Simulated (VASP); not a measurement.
# C (Cmm2) in VASP: notebook

Aim: see how the results for C move with the level of theory and the settings. Levels: PBE, RPBE. Tasks: single point.

All numbers are computed with VASP 6.6.1; they aren't measurements. Logs are shortened: lines on timing, memory, paths and dates and some standing lists are left out, and cuts for length are marked.

### 1 The cell of the first run

The structure is orthorhombic, space group Cmm2 (No. 35). The conventional cell has a = 5.051 Å, b = 5.051 Å, c = 3.571 Å, α = 90.00°, β = 90.00°, γ = 90.00°. Within 2.1 Å of C (site symmetry mm2) lie 4 C at 1.54 to 1.55 Å. Within 2.1 Å of C (site symmetry mm2) lie 4 C at 1.55 Å. Within 2.1 Å of C (site symmetry 2) lie 4 C at 1.55 Å. C (site symmetry m) has 4 C at 1.54 to 1.55 Å within 2.1 Å. Within 2.1 Å of C (site symmetry m) lie 4 C at 1.55 Å.

### 2 Single point, PBE (atom 1 (C) moved +0.013 Å along Cartesian [0 0 1])

INCAR

```
PREC     = Accurate       # precision mode
ENCUT    = 520            # plane-wave cutoff, eV
EDIFF    = 1E-7           # SCF threshold, eV
ISMEAR   = 0              # smearing method
SIGMA    = 0.05           # smearing width, eV
LREAL    = F              # projectors in reciprocal space
LASPH    = T              # aspherical terms in the spheres
NELM     = 80             # most SCF steps
ALGO     = Normal         # electronic algorithm
ISIF     = 2              # what is computed and relaxed
LWAVE    = F              # write WAVECAR
LCHARG   = F              # write CHGCAR
GGA      = PE             # functional
NBANDS   = 26             # bands
```

KPOINTS

```
Automatic mesh
0
Gamma
  6 6 6
```

POSCAR

```
C
1.0
    3.5714750638      0.0000000000      0.0000000000
    0.0000000000     -3.5714750638      0.0000000000
    0.0000000000      0.0000000000     -3.5714750638
C
8
Direct
    0.5000000000      0.0000000000     -0.0034999544
    0.0000000000      0.5000000000      0.0000000000
    0.0000000000      0.0000000000      0.5000000000
    0.5000000000      0.5000000000      0.5000000000
    0.7500000000      0.7500000000      0.7500000000
    0.2500000000      0.2500000000      0.7500000000
    0.2500000000      0.7500000000      0.2500000000
    0.7500000000      0.2500000000      0.2500000000
```

Potentials or basis: VASP PAW PBE potentials, release 64 (C).

Started as:

```bash
cat potpaw_PBE.64/C/POTCAR > POTCAR
mpirun -np 1 vasp_std > vasp.out
```

OUTCAR:

```text
PREC = Accurate
   ENCUT = 520
   EDIFF = 1E-7
   ISMEAR = 0
   LREAL = F
   LASPH = T
   NELM = 80
   ISIF = 2
   GGA = PE

 ion  position               nearest neighbor table
   1  0.500  0.000  0.997-   5 1.54   6 1.54   7 1.55   8 1.55
   2  0.000  0.500  0.000-   5 1.55   6 1.55   7 1.55   8 1.55
   3  0.000  0.000  0.500-   5 1.55   6 1.55   7 1.55   8 1.55
   4  0.500  0.500  0.500-   5 1.55   6 1.55   7 1.55   8 1.55
   5  0.750  0.750  0.750-   1 1.54   2 1.55   3 1.55   4 1.55
   6  0.250  0.250  0.750-   1 1.54   2 1.55   3 1.55   4 1.55
   7  0.250  0.750  0.250-   2 1.55   3 1.55   4 1.55   1 1.55
   8  0.750  0.250  0.250-   2 1.55   3 1.55   4 1.55   1 1.55

  LATTYP: Found a simple cubic cell.
 ALAT       =     3.5714750638

  Lattice vectors:

 A1 = (   3.5714750638,   0.0000000000,   0.0000000000)
 A2 = (   0.0000000000,  -3.5714750638,   0.0000000000)
 A3 = (   0.0000000000,   0.0000000000,  -3.5714750638)

Analysis of symmetry for initial positions (statically):
=====================================================================
 Subroutine PRICEL returns:
 Original cell was already a primitive cell.

 Routine SETGRP: Setting up the symmetry group for a
 simple cubic supercell.

 Subroutine GETGRP returns: Found  4 space group operations
 (whereof  2 operations were pure point group operations)
 out of a pool of 48 trial point group operations.

The static configuration has the point symmetry C_2 .
 The point group associated with its full space group is C_2v.

Analysis of symmetry for dynamics (positions and initial velocities):
=====================================================================
 Subroutine PRICEL returns:
 Original cell was already a primitive cell.

 Routine SETGRP: Setting up the symmetry group for a
 simple cubic supercell.

 Subroutine GETGRP returns: Found  4 space group operations
 (whereof  2 operations were pure point group operations)
 out of a pool of 48 trial point group operations.

The dynamic configuration has the point symmetry C_2 .
 The point group associated with its full space group is C_2v.

 Subroutine INISYM returns: Found  4 space group operations
 (whereof  2 operations are pure point group operations),
 and found     1 'primitive' translations

----------------------------------------------------------------------------------------

                                     Primitive cell

  volume of cell :      45.5557

  direct lattice vectors                    reciprocal lattice vectors
     3.571475064  0.000000000  0.000000000     0.279996355  0.000000000  0.000000000
     0.000000000 -3.571475064  0.000000000     0.000000000 -0.279996355  0.000000000
     0.000000000  0.000000000 -3.571475064     0.000000000  0.000000000 -0.279996355

  length of vectors
     3.571475064  3.571475064  3.571475064     0.279996355  0.279996355  0.279996355

  position of ions in fractional coordinates (direct lattice)
     0.500000000  0.000000000  0.996500046
     0.000000000  0.500000000  0.000000000
     0.000000000  0.000000000  0.500000000
     0.500000000  0.500000000  0.500000000
     0.750000000  0.750000000  0.750000000
     0.250000000  0.250000000  0.750000000
     0.250000000  0.750000000  0.250000000
     0.750000000  0.250000000  0.250000000

  ion indices of the primitive-cell ions
   primitive index   ion index
                 1           1
                 2           2
                 3           3
                 4           4
                 5           5
                 6           6
                 7           7
                 8           8

----------------------------------------------------------------------------------------

 KPOINTS: Automatic mesh

Automatic generation of k-mesh.
 Grid dimensions read from file:
 generate k-points for:    6    6    6

 Generating k-lattice:

  Cartesian coordinates                     Fractional coordinates (reciprocal lattice)
     0.046666059  0.000000000  0.000000000     0.166666667  0.000000000  0.000000000
     0.000000000 -0.046666059  0.000000000     0.000000000  0.166666667  0.000000000
     0.000000000  0.000000000 -0.046666059     0.000000000  0.000000000  0.166666667

  Length of vectors
     0.046666059  0.046666059  0.046666059

  Shift w.r.t. Gamma in fractional coordinates (k-lattice)
     0.000000000  0.000000000  0.000000000

 Subroutine IBZKPT returns following result:
 ===========================================

 Found     52 irreducible k-points:

 Following reciprocal coordinates:
            Coordinates               Weight
  0.000000  0.000000  0.000000      1.000000
  0.166667  0.000000  0.000000      4.000000
  0.000000  0.000000  0.166667      2.000000
  0.333333  0.000000  0.000000      4.000000
  0.000000  0.000000  0.333333      2.000000
  0.500000  0.000000  0.000000      2.000000
[... 16 lines left out ...]
  0.333333  0.000000  0.500000      4.000000
  0.500000  0.500000  0.000000      1.000000
 [... further k-points ...]
   k-points           NKPTS =     52   k-points in BZ     NKDIM =     52   number of bands    NBANDS=     26
   number of dos      NEDOS =    301   number of ions     NIONS =      8
   total plane-waves  NPLWV =  21952
   dimension x,y,z NGX =    28 NGY =   28 NGZ =   28
   dimension x,y,z NGXF=    56 NGYF=   56 NGZF=   56
   ions per type =               8
   NGX,Y,Z   is equivalent  to a cutoff of  13.03, 13.03, 13.03 a.u.
   NGXF,Y,Z  is equivalent  to a cutoff of  26.07, 26.07, 26.07 a.u.
 SYSTEM =  unknown system
   PREC   = accura    normal or accurate (medium, high low for compatibility)
   ISTART =      0    job   : 0-new  1-cont  2-samecut
   ICHARG =      2    charge: 1-file 2-atom 10-const
   ISPIN  =      1    spin polarized calculation?
   LNONCOLLINEAR =      F non collinear calculations
   LSORBIT =      F    spin-orbit coupling
   LASPH  =      T    aspherical Exc in radial PAW
   ENCUT  =  520.0 eV  38.22 Ry    6.18 a.u.   6.64  6.64  6.64*2*pi/ulx,y,z
   NELM   =     80;   NELMIN=  2; NELMDL= -5     # of ELM steps
   EDIFF  = 0.1E-06   stopping-criterion for ELM
   LREAL  =      F    real-space projection
   EDIFFG = 0.1E-05   stopping-criterion for IOM
   NSW    =      0    number of steps for IOM
   IBRION =     -1    ionic relax: 0-MD 1-quasi-New 2-CG
   NFREE  =      0    steps in history (QN), initial steepest desc. (CG)
   ISIF   =      2    stress and relaxation
   ISYM   =      2    0-nonsym 1-usesym 2-fastsym
   POTIM  = 0.5000    time-step for ionic-motion
   TEBEG  =    0.0;   TEEND  =   0.0 temperature during run
   PSTRESS=    0.0 pullay stress
   NELECT =      32.0000    total number of electrons
   NUPDOWN=      -1.0000    fix difference up-down
   EMIN   =  10.00;   EMAX   =-10.00  energy-range for DOS
   EFERMI =   0.00;   METHOD = LEGACY
   ISMEAR =     0;   SIGMA  =   0.05  broadening in eV -4-tet -1-fermi 0-gaus
   EFERMI_NEDOS =   21; number of points for ismear=-14 and -15
   IALGO  =     38    algorithm
   IMIX   =      4    mixing-type and parameters
     AMIX     =   0.40;   BMIX     =  1.00
     AMIX_MAG =   1.60;   BMIX_MAG =  1.00
  volume/ion in A,a.u.               =       5.69        38.43
  Fermi-wavevector in a.u.,A,eV,Ry     =   1.455271  2.750063 28.814604  2.117814
  Thomas-Fermi vector in A             =   2.572325
   LORBIT       =      0    0 simple, 1 ext, 2 COOP (PROOUT), +10 PAW based schemes
   GGA     = PE    functional components
   LHFCALC =     F    Hartree Fock is set to
   AEXX    =    0.0000 exact exchange contribution
   IVDW    =     0    specifies the selected vdW correction
   LEPSILON=     F    determine dielectric tensor
   LRPA    =     F    only Hartree local field effects (RPA)
 non-spin polarized calculation
 Gauss-broadening in eV      SIGMA  =   0.05
  energy-cutoff  :      520.00
  volume of cell :       45.56
 maximum number of plane-waves:      1253
 NGX is ok and might be reduce to    28
   NGX = 13   NGY = 13   NGZ = 13

 number of electron      31.9999997 magnetization

 Free energy of the ion-electron system (eV)
  ---------------------------------------------------
  ext. energy  EPLUGINS =         0.00000000
  ---------------------------------------------------
  free energy    TOTEN  =       -72.73942889 eV

  energy without entropy =      -72.73942889  energy(sigma->0) =      -72.73942889

 E-fermi :   9.9377     XC(G=0): -13.2309

 val. band max:        9.7203257104   @ k =   0.0000   0.0000   0.0000
 cond. band min:      13.8157063608   @ k =   0.3333   0.0000   0.0000
 fundamental gap:      4.0953806503
 Fermi energy:         9.9376971016

 k-point     1 :       0.0000    0.0000    0.0000
  band No.  band energies     occupation
      1     -11.7516      2.00000
      2      -3.1070      2.00000
      3      -3.0857      2.00000
      4      -3.0628      2.00000
      5      -3.0627      2.00000
      6      -3.0403      2.00000
[... 18 lines left out ...]
     25      15.2962      0.00000
     26      22.9116      0.00000

 k-point     2 :       0.1667    0.0000    0.0000
  band No.  band energies     occupation
      1     -11.4958      2.00000
      2      -5.5808      2.00000
      3      -2.9371      2.00000
      4      -2.9053      2.00000
      5      -2.9049      2.00000
      6      -2.8726      2.00000
[... 18 lines left out ...]
     25      16.3813      0.00000
     26      23.0371      0.00000

 k-point     3 :       0.0000    0.0000    0.1667
  band No.  band energies     occupation
      1     -11.4958      2.00000
      2      -5.5805      2.00000
      3      -2.9293      2.00000
      4      -2.9053      2.00000
      5      -2.9049      2.00000
      6      -2.8811      2.00000
[... 18 lines left out ...]
     25      16.4102      0.00000
     26      23.0379      0.00000

 k-point     4 :       0.3333    0.0000    0.0000
  band No.  band energies     occupation
      1     -10.7322      2.00000
      2      -7.7415      2.00000
      3      -2.5537      2.00000
      4      -2.5239      2.00000
      5      -2.5225      2.00000
      6      -2.4920      2.00000
[... 18 lines left out ...]
     25      18.6751      0.00000
     26      22.3107      0.00000

 k-point     5 :       0.0000    0.0000    0.3333
  band No.  band energies     occupation
      1     -10.7323      2.00000
      2      -7.7412      2.00000
      3      -2.5515      2.00000
      4      -2.5234      2.00000
      5      -2.5230      2.00000
      6      -2.4950      2.00000
[... 18 lines left out ...]
     25      18.6955      0.00000
     26      22.3142      0.00000

 k-point     6 :       0.5000    0.0000    0.0000
  band No.  band energies     occupation
      1      -9.4729      2.00000
      2      -9.4726      2.00000
      3      -2.3072      2.00000
      4      -2.2805      2.00000
      5      -2.2767      2.00000
      6      -2.2490      2.00000
[... 427 lines left out ...]
 k-point    21 :       0.5000    0.3333    0.0000
  band No.  band energies     occupation
      1      -8.4917      2.00000
      2      -8.4912      2.00000
      3      -5.7087      2.00000
      4      -5.7039      2.00000
      5      -0.2203      2.00000
      6      -0.1826      2.00000
[... 18 lines left out ...]
     25      21.2340      0.00000
     26      21.2790      0.00000

 k-point    22 :       0.0000    0.5000    0.3333
  band No.  band energies     occupation
      1      -8.4919      2.00000
      2      -8.4913      2.00000
      3      -5.7061      2.00000
      4      -5.7057      2.00000
      5      -0.2023      2.00000
      6      -0.2015      2.00000
[... 18 lines left out ...]
     25      21.2563      0.00000
     26      21.2566      0.00000

 k-point    23 :       0.3333    0.0000    0.5000
  band No.  band energies     occupation
      1      -8.5168      2.00000
      2      -8.4659      2.00000
      3      -5.7316      2.00000
      4      -5.6807      2.00000
      5      -0.2051      2.00000
      6      -0.1995      2.00000
[... 18 lines left out ...]
     25      21.2331      0.00000
     26      21.2822      0.00000

 k-point    24 :       0.5000    0.5000    0.0000
  band No.  band energies     occupation
      1      -7.3067      2.00000
      2      -7.3049      2.00000
      3      -7.2880      2.00000
      4      -7.2865      2.00000
      5       0.9655      2.00000
      6       0.9781      2.00000
[... 18 lines left out ...]
     25      21.9666      0.00000
     26      22.0142      0.00000

 [... further k-points ...]
[... 5 lines left out ...]
  --------------------------------------------------------------------------------------
  -------------------------------------------------------------------------------------
  Total        0.2066884      0.2066884      0.2023975      0.0373136      0.0000000      0.0000000
  in kB        7.2691537      7.2691537      7.1182422      1.3123051      0.0000000      0.0000000
  external PRESSURE =       7.2188499 kB  Pullay stress =       0.0000000 kB

 VOLUME and BASIS-vectors are now :
 -----------------------------------------------------------------------------
  energy-cutoff  :      520.00
  volume of cell :       45.56
      direct lattice vectors                 reciprocal lattice vectors
     3.571475064  0.000000000  0.000000000     0.279996355  0.000000000  0.000000000
     0.000000000 -3.571475064  0.000000000     0.000000000 -0.279996355  0.000000000
     0.000000000  0.000000000 -3.571475064     0.000000000  0.000000000 -0.279996355

 POSITION                                       TOTAL-FORCE (eV/Angst)
 -----------------------------------------------------------------------------------
      1.78574      0.00000     -3.55898         0.000000      0.000000     -0.551835
      0.00000     -1.78574      0.00000         0.000000      0.000000     -0.072452
      0.00000      0.00000     -1.78574         0.000000      0.000000      0.081255
      1.78574     -1.78574     -1.78574         0.000000      0.000000      0.081255
      2.67861     -2.67861     -2.67861         0.037432      0.037432      0.116877
      0.89287     -0.89287     -2.67861        -0.037432     -0.037432      0.116877
      0.89287     -2.67861     -0.89287         0.034458     -0.034458      0.114011
      2.67861     -0.89287     -0.89287        -0.034458      0.034458      0.114011
 -----------------------------------------------------------------------------------
    total drift:                                0.000000     -0.000000      0.000046

  FREE ENERGIE OF THE ION-ELECTRON SYSTEM (eV)
  ---------------------------------------------------
  free  energy   TOTEN  =       -72.7394288872 eV

  energy  without entropy=      -72.7394288872  energy(sigma->0) =      -72.73942889
```

Wall time 23 s (1 thread of Intel Xeon 6975P-C (Granite Rapids), shared host); peak memory 0.17 GiB.

What came out:

| Property | Result |
| --- | --- |
| Free energy | -72.7394 eV |
| Pressure | 0.7 GPa |
| Largest force | 0.552 eV/Å |
| Band gap on the k mesh | 4.10 eV |

Forces on the atoms (eV/Å):
```
C    0.000  0.000 -0.552
C    0.000  0.000 -0.072
C    0.000  0.000  0.081
C    0.000  0.000  0.081
C    0.037  0.037  0.117
C   -0.037 -0.037  0.117
C    0.034 -0.034  0.114
C   -0.034  0.034  0.114
```

Caveat: the cell differs from its parent crystal (atom 1 (C) moved +0.013 Å along Cartesian [0 0 1]). A k mesh can miss the band edges.

### 3 Single point, RPBE

INCAR

```
SYSTEM = C
PREC = Accurate ; ENCUT = 520
EDIFF = 1E-7 ; ISMEAR = 0
SIGMA = 0.05 ; LREAL = .FALSE.
LASPH = .TRUE. ; NELM = 60
ALGO = Normal ; ISIF = 2
LWAVE = .FALSE. ; LCHARG = .TRUE.
GGA = RP ; LELF = .TRUE.
LVHAR = .TRUE. ; NBANDS = 26
```

KPOINTS

```
Automatic mesh
0
G
  6 6 6
  0 0 0
```

POSCAR, as its differences from that of step 2:

```diff
@@ -8,3 +8,3 @@
 Direct
-    0.5000000000      0.0000000000     -0.0034999544
+    0.5000000000      0.0000000000     -0.0174997722
     0.0000000000      0.5000000000      0.0000000000
```

Potentials or basis: VASP PAW PBE potentials, release 64 (C).

Started as:

```bash
cat potpaw_PBE.64/C/POTCAR > POTCAR
mpirun -np 1 vasp_std > vasp.out
```

Wall time 24 s (1 thread of Intel Xeon 6975P-C (Granite Rapids), shared host); peak memory 0.17 GiB.

It converged, with:

| Property | Result |
| --- | --- |
| Free energy | -68.8361 eV |
| Pressure | 7.1 GPa |
| Largest force | 2.773 eV/Å |
| Band gap on the k mesh | 3.88 eV |

Forces on the atoms (eV/Å):
```
C    0.000  0.000 -2.773
C    0.000  0.000 -0.363
C    0.000  0.000  0.407
C    0.000  0.000  0.407
C    0.225  0.225  0.615
C   -0.225 -0.225  0.615
C    0.151 -0.151  0.545
C   -0.151  0.151  0.545
```

Stress tensor (GPa, compression positive):
```
7.24 0.75 0.00
0.75 7.24 0.00
0.00 0.00 6.85
```

Levels at points of the mesh, in eV from the valence-band top:
```csv
k point,band 14,band 15,band 16,band 17,band 18,band 19
"(0.00, 0.00, 0.00)",-0.48,-0.23,0.00,4.21,4.32,4.51
"(0.50, 0.00, 0.00)",-4.36,-4.33,-4.22,4.16,4.18,9.82
"(0.00, 0.00, 0.50)",-4.46,-4.27,-4.07,4.11,4.24,9.94
"(0.50, 0.50, 0.00)",-3.29,-3.22,-2.95,7.49,7.65,7.66
"(0.00, 0.50, 0.50)",-3.26,-3.22,-3.10,7.44,7.54,7.73
"(0.50, 0.50, 0.50)",-3.01,-2.90,-2.65,7.65,7.76,8.20
```

Caveat: the PAW data sets were made with another functional, which shifts forces and pressure a little. A k mesh can miss the band edges.
